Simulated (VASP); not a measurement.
# GaB2As3 (I-4m2) in VASP: single point with PBE

Aim: the single point of GaB2As3 with PBE.

All numbers are computed with VASP 6.6.1; they aren't measurements. Logs are shortened: lines on timing, memory, paths and dates and some standing lists are left out, and cuts for length are marked.

### 1 The cell of the first run

Symmetry: I-4m2, No. 119, tetragonal system. Conventional cell: a = 3.583 Å, b = 3.583 Å, c = 15.706 Å, α = 90.00°, β = 90.00°, γ = 90.00°. Within 3.2 Å of Ga (site symmetry -4m2) lie 4 As at 2.40 Å. B (site symmetry 2mm) has 4 As at 2.13 to 2.14 Å within 2.8 Å. Within 2.8 Å of As (site symmetry 2mm) lie 2 B at 2.13 Å and 2 Ga at 2.40 Å. Within 2.8 Å of As (site symmetry -4m2) lie 4 B at 2.14 Å.

### 2 Single point, PBE

Input file INCAR:

```
ALGO = Normal
EDIFF = 1E-6
ENCUT = 520
GGA = PE
ISIF = 2
ISMEAR = 0
LASPH = True
LCHARG = True
LELF = True
LREAL = False
LVHAR = True
LWAVE = False
NBANDS = 26
NELM = 100
PREC = Accurate
SIGMA = 0.02
```

Input file KPOINTS:

```
k-points
0
Gamma
  14 14 14
```

Input file POSCAR:

```
GaB2As3
1.0
   -1.7917370340      1.7917370340      7.8529082398
    1.7917370340     -1.7917370340      7.8529082398
    1.7917370340      1.7917370340     -7.8529082398
Ga B As
1 2 3
Direct
    0.5000000000      0.5000000000      0.0000000000
    0.8248480191      0.8248480191      0.0000000000
    0.1751519809      0.1751519809      0.0000000000
    0.3986436663      0.8986436663      0.5000000000
    0.1013563337      0.6013563337      0.5000000000
    0.7500000000      0.2500000000      0.5000000000
```

Potentials or basis: VASP PAW PBE potentials, release 64 (Ga_d, B, As).

Launch:

```
$ cat potpaw_PBE.64/Ga_d/POTCAR potpaw_PBE.64/B/POTCAR potpaw_PBE.64/As/POTCAR > POTCAR
$ mpirun -np 1 vasp_std > vasp.out
```

OUTCAR:

```text
EDIFF = 1E-6
   ENCUT = 520
   GGA = PE
   ISIF = 2
   ISMEAR = 0
   LASPH = True
   LREAL = False
   NELM = 100
   PREC = Accurate

 ion  position               nearest neighbor table
   1  0.500  0.500  0.000-   5 2.40   4 2.40   5 2.40   4 2.40
   2  0.825  0.825  0.000-   4 2.13   4 2.13   6 2.14   6 2.14
   3  0.175  0.175  0.000-   5 2.13   5 2.13   6 2.14   6 2.14
   4  0.399  0.899  0.500-   2 2.13   2 2.13   1 2.40   1 2.40
   5  0.101  0.601  0.500-   3 2.13   3 2.13   1 2.40   1 2.40
   6  0.750  0.250  0.500-   2 2.14   3 2.14   2 2.14   3 2.14

  LATTYP: Found a body centered tetragonal cell.
 ALAT       =     3.5834740680
 C/A-ratio  =     4.3828464171

  Lattice vectors:

 A1 = (  -1.7917370340,   1.7917370340,   7.8529082398)
 A2 = (   1.7917370340,  -1.7917370340,   7.8529082398)
 A3 = (   1.7917370340,   1.7917370340,  -7.8529082398)

Analysis of symmetry for initial positions (statically):
=====================================================================
 Subroutine PRICEL returns:
 Original cell was already a primitive cell.

 Routine SETGRP: Setting up the symmetry group for a
 body centered tetragonal supercell.

 Subroutine GETGRP returns: Found  8 space group operations
 (whereof  8 operations were pure point group operations)
 out of a pool of 16 trial point group operations.

The static configuration has the point symmetry D_2d.

Analysis of symmetry for dynamics (positions and initial velocities):
=====================================================================
 Subroutine PRICEL returns:
 Original cell was already a primitive cell.

 Routine SETGRP: Setting up the symmetry group for a
 body centered tetragonal supercell.

 Subroutine GETGRP returns: Found  8 space group operations
 (whereof  8 operations were pure point group operations)
 out of a pool of 16 trial point group operations.

The dynamic configuration has the point symmetry D_2d.

 Subroutine INISYM returns: Found  8 space group operations
 (whereof  8 operations are pure point group operations),
 and found     1 'primitive' translations

----------------------------------------------------------------------------------------

                                     Primitive cell

  volume of cell :     100.8414

  direct lattice vectors                    reciprocal lattice vectors
    -1.791737034  1.791737034  7.852908240     0.000000000  0.279058807  0.063670679
     1.791737034 -1.791737034  7.852908240     0.279058807  0.000000000  0.063670679
     1.791737034  1.791737034 -7.852908240     0.279058807  0.279058807  0.000000000

  length of vectors
     8.251594453  8.251594453  8.251594453     0.286230280  0.286230280  0.394648750

  position of ions in fractional coordinates (direct lattice)
     0.500000000  0.500000000  0.000000000
     0.824848019  0.824848019  0.000000000
     0.175151981  0.175151981  0.000000000
     0.398643666  0.898643666  0.500000000
     0.101356334  0.601356334  0.500000000
     0.750000000  0.250000000  0.500000000

  ion indices of the primitive-cell ions
   primitive index   ion index
                 1           1
                 2           2
                 3           3
                 4           4
                 5           5
                 6           6

----------------------------------------------------------------------------------------

 KPOINTS: k-points

Automatic generation of k-mesh.
 Grid dimensions read from file:
 generate k-points for:   14   14   14

 Generating k-lattice:

  Cartesian coordinates                     Fractional coordinates (reciprocal lattice)
     0.000000000  0.019932772  0.004547906     0.071428571  0.000000000  0.000000000
     0.019932772  0.000000000  0.004547906     0.000000000  0.071428571  0.000000000
     0.019932772  0.019932772  0.000000000     0.000000000  0.000000000  0.071428571

  Length of vectors
     0.020445020  0.020445020  0.028189196

  Shift w.r.t. Gamma in fractional coordinates (k-lattice)
     0.000000000  0.000000000  0.000000000

 Subroutine IBZKPT returns following result:
 ===========================================

 Found    244 irreducible k-points:

 Following reciprocal coordinates:
            Coordinates               Weight
  0.000000  0.000000  0.000000      1.000000
  0.071429  0.000000 -0.000000      8.000000
  0.142857 -0.000000  0.000000      8.000000
  0.214286 -0.000000  0.000000      8.000000
  0.285714 -0.000000  0.000000      8.000000
  0.357143 -0.000000  0.000000      8.000000
[... 16 lines left out ...]
  0.214286  0.142857  0.000000     16.000000
  0.285714  0.142857  0.000000     16.000000
 [... further k-points ...]
   k-points           NKPTS =    244   k-points in BZ     NKDIM =    244   number of bands    NBANDS=     26
   number of dos      NEDOS =    301   number of ions     NIONS =      6
   total plane-waves  NPLWV = 262144
   dimension x,y,z NGX =    64 NGY =   64 NGZ =   64
   dimension x,y,z NGXF=   128 NGYF=  128 NGZF=  128
   ions per type =               1   2   3
   NGX,Y,Z   is equivalent  to a cutoff of  12.89, 12.89, 12.89 a.u.
   NGXF,Y,Z  is equivalent  to a cutoff of  25.79, 25.79, 25.79 a.u.
 SYSTEM =  unknown system
   PREC   = accura    normal or accurate (medium, high low for compatibility)
   ISTART =      0    job   : 0-new  1-cont  2-samecut
   ICHARG =      2    charge: 1-file 2-atom 10-const
   ISPIN  =      1    spin polarized calculation?
   LNONCOLLINEAR =      F non collinear calculations
   LSORBIT =      F    spin-orbit coupling
   LASPH  =      T    aspherical Exc in radial PAW
   ENCUT  =  520.0 eV  38.22 Ry    6.18 a.u.  15.34 15.34 15.34*2*pi/ulx,y,z
   NELM   =    100;   NELMIN=  2; NELMDL= -5     # of ELM steps
   EDIFF  = 0.1E-05   stopping-criterion for ELM
   LREAL  =      F    real-space projection
   EDIFFG = 0.1E-04   stopping-criterion for IOM
   NSW    =      0    number of steps for IOM
   IBRION =     -1    ionic relax: 0-MD 1-quasi-New 2-CG
   NFREE  =      0    steps in history (QN), initial steepest desc. (CG)
   ISIF   =      2    stress and relaxation
   ISYM   =      2    0-nonsym 1-usesym 2-fastsym
   POTIM  = 0.5000    time-step for ionic-motion
   TEBEG  =    0.0;   TEEND  =   0.0 temperature during run
   PSTRESS=    0.0 pullay stress
   NELECT =      34.0000    total number of electrons
   NUPDOWN=      -1.0000    fix difference up-down
   EMIN   =  10.00;   EMAX   =-10.00  energy-range for DOS
   EFERMI =   0.00;   METHOD = LEGACY
   ISMEAR =     0;   SIGMA  =   0.02  broadening in eV -4-tet -1-fermi 0-gaus
   EFERMI_NEDOS =   21; number of points for ismear=-14 and -15
   IALGO  =     38    algorithm
   IMIX   =      4    mixing-type and parameters
     AMIX     =   0.40;   BMIX     =  1.00
     AMIX_MAG =   1.60;   BMIX_MAG =  1.00
  volume/ion in A,a.u.               =      16.81       113.42
  Fermi-wavevector in a.u.,A,eV,Ry     =   1.139431  2.153213 17.664492  1.298304
  Thomas-Fermi vector in A             =   2.276135
   LORBIT       =      0    0 simple, 1 ext, 2 COOP (PROOUT), +10 PAW based schemes
   GGA     = PE    functional components
   LHFCALC =     F    Hartree Fock is set to
   AEXX    =    0.0000 exact exchange contribution
   IVDW    =     0    specifies the selected vdW correction
   LEPSILON=     F    determine dielectric tensor
   LRPA    =     F    only Hartree local field effects (RPA)
 non-spin polarized calculation
 Gauss-broadening in eV      SIGMA  =   0.02
  energy-cutoff  :      520.00
  volume of cell :      100.84
 maximum number of plane-waves:      2735
 NGX is ok and might be reduce to    64
   NGX = 31   NGY = 31   NGZ = 31

 number of electron      33.9999994 magnetization

 Free energy of the ion-electron system (eV)
  ---------------------------------------------------
  ext. energy  EPLUGINS =         0.00000000
  ---------------------------------------------------
  free energy    TOTEN  =       -30.13476478 eV

  energy without entropy =      -30.13476478  energy(sigma->0) =      -30.13476478

 E-fermi :   5.6565     XC(G=0): -10.1452

 val. band max:        5.5687823900   @ k =   0.0000   0.0000   0.0000
 cond. band min:       6.0731642109   @ k =  -0.2143  -0.2143   0.2143
 fundamental gap:      0.5043818209
 Fermi energy:         5.6564862765

 k-point     1 :       0.0000    0.0000    0.0000
  band No.  band energies     occupation
      1      -9.8605      2.00000
      2      -9.7138      2.00000
      3      -9.7138      2.00000
      4      -9.6923      2.00000
      5      -9.6707      2.00000
      6      -9.1830      2.00000
[... 18 lines left out ...]
     25       9.1342      0.00000
     26      13.0851      0.00000

 k-point     2 :       0.0714    0.0000   -0.0000
  band No.  band energies     occupation
      1      -9.8586      2.00000
      2      -9.7219      2.00000
      3      -9.7136      2.00000
      4      -9.6879      2.00000
      5      -9.6718      2.00000
      6      -9.1319      2.00000
[... 18 lines left out ...]
     25       9.5129      0.00000
     26      12.6122      0.00000

 k-point     3 :       0.1429   -0.0000    0.0000
  band No.  band energies     occupation
      1      -9.8536      2.00000
      2      -9.7386      2.00000
      3      -9.7130      2.00000
      4      -9.6806      2.00000
      5      -9.6747      2.00000
      6      -8.9804      2.00000
[... 18 lines left out ...]
     25      10.2913      0.00000
     26      11.8723      0.00000

 k-point     4 :       0.2143   -0.0000    0.0000
  band No.  band energies     occupation
      1      -9.8476      2.00000
      2      -9.7569      2.00000
      3      -9.7121      2.00000
      4      -9.6789      2.00000
      5      -9.6734      2.00000
      6      -8.7330      2.00000
[... 18 lines left out ...]
     25      10.6026      0.00000
     26      11.5445      0.00000
[... 496 lines left out ...]
      1      -9.8473      2.00000
      2      -9.7449      2.00000
      3      -9.7228      2.00000
      4      -9.6793      2.00000
      5      -9.6731      2.00000
      6      -8.7651      2.00000
[... 18 lines left out ...]
     25      10.8771      0.00000
     26      10.9586      0.00000

 k-point    23 :       0.2143    0.1429    0.0000
  band No.  band energies     occupation
      1      -9.8413      2.00000
      2      -9.7584      2.00000
      3      -9.7224      2.00000
      4      -9.6839      2.00000
      5      -9.6676      2.00000
      6      -8.5139      2.00000
[... 18 lines left out ...]
     25      10.7514      0.00000
     26      11.1959      0.00000

 k-point    24 :       0.2857    0.1429    0.0000
  band No.  band energies     occupation
      1      -9.8377      2.00000
      2      -9.7713      2.00000
      3      -9.7196      2.00000
      4      -9.6891      2.00000
      5      -9.6621      2.00000
      6      -8.1771      2.00000
[... 18 lines left out ...]
     25      10.8368      0.00000
     26      11.2599      0.00000

 [... further k-points ...]
[... 5 lines left out ...]
  --------------------------------------------------------------------------------------
  -------------------------------------------------------------------------------------
  Total        0.2122892      0.2122892      0.2107194      0.0000000      0.0000000      0.0000000
  in kB        3.3728683      3.3728683      3.3479270      0.0000000      0.0000000      0.0000000
  external PRESSURE =       3.3645545 kB  Pullay stress =       0.0000000 kB

 VOLUME and BASIS-vectors are now :
 -----------------------------------------------------------------------------
  energy-cutoff  :      520.00
  volume of cell :      100.84
      direct lattice vectors                 reciprocal lattice vectors
    -1.791737034  1.791737034  7.852908240     0.000000000  0.279058807  0.063670679
     1.791737034 -1.791737034  7.852908240     0.279058807  0.000000000  0.063670679
     1.791737034  1.791737034 -7.852908240     0.279058807  0.279058807  0.000000000

 POSITION                                       TOTAL-FORCE (eV/Angst)
 -----------------------------------------------------------------------------------
      0.00000      0.00000      7.85291        -0.000000      0.000000      0.000000
      0.00000      0.00000     12.95491        -0.000000      0.000000     -0.000982
      0.00000      0.00000      2.75090        -0.000000      0.000000      0.000982
      1.79174      0.00000      6.26102         0.000000     -0.000000      0.008972
      1.79174      0.00000      1.59188         0.000000     -0.000000     -0.008972
      0.00000      1.79174      3.92645        -0.000000      0.000000      0.000000
 -----------------------------------------------------------------------------------
    total drift:                                0.000001     -0.000001      0.000000

  FREE ENERGIE OF THE ION-ELECTRON SYSTEM (eV)
  ---------------------------------------------------
  free  energy   TOTEN  =       -30.1347647824 eV

  energy  without entropy=      -30.1347647824  energy(sigma->0) =      -30.13476478
```

Run time: 35 min. Hardware: 1 thread of Intel Xeon Platinum 8259CL at 2.50GHz (Skylake/Cascade Lake), shared host; peak memory 1 GiB.

Results:

```yaml
Free_energy: -30.1348 eV
Pressure: 0.3 GPa
Largest_force: 0.009 eV/Å
Band_gap_on_the_k_mesh: 0.50 eV
```

Forces in eV/Å, atoms in the order of the input:
```
Ga   0.000  0.000  0.000
B    0.000  0.000 -0.001
B    0.000  0.000  0.001
As   0.000  0.000  0.009
As   0.000  0.000 -0.009
As   0.000  0.000  0.000
```

Levels at points of the mesh, in eV from the valence-band top:
| k point | band 14 | band 15 | band 16 | band 17 | band 18 | band 19 | band 20 | band 21 |
| --- | --- | --- | --- | --- | --- | --- | --- | --- |
| (0.00, 0.00, 0.00) | -2.93 | -0.63 | 0.00 | 0.00 | 0.51 | 0.73 | 1.75 | 1.87 |
| (0.50, 0.00, 0.00) | -2.74 | -2.70 | -2.10 | -0.61 | 0.97 | 1.96 | 2.87 | 3.29 |
| (0.50, 0.50, 0.00) | -4.82 | -4.61 | -3.90 | -3.85 | 0.80 | 0.84 | 2.61 | 2.84 |
| (0.50, 0.50, 0.50) | -2.48 | -2.48 | -0.75 | -0.75 | 0.53 | 0.80 | 1.56 | 2.55 |

Caveat: semilocal functionals underestimate gaps, and a narrow one can read as zero. A k mesh can miss the band edges.
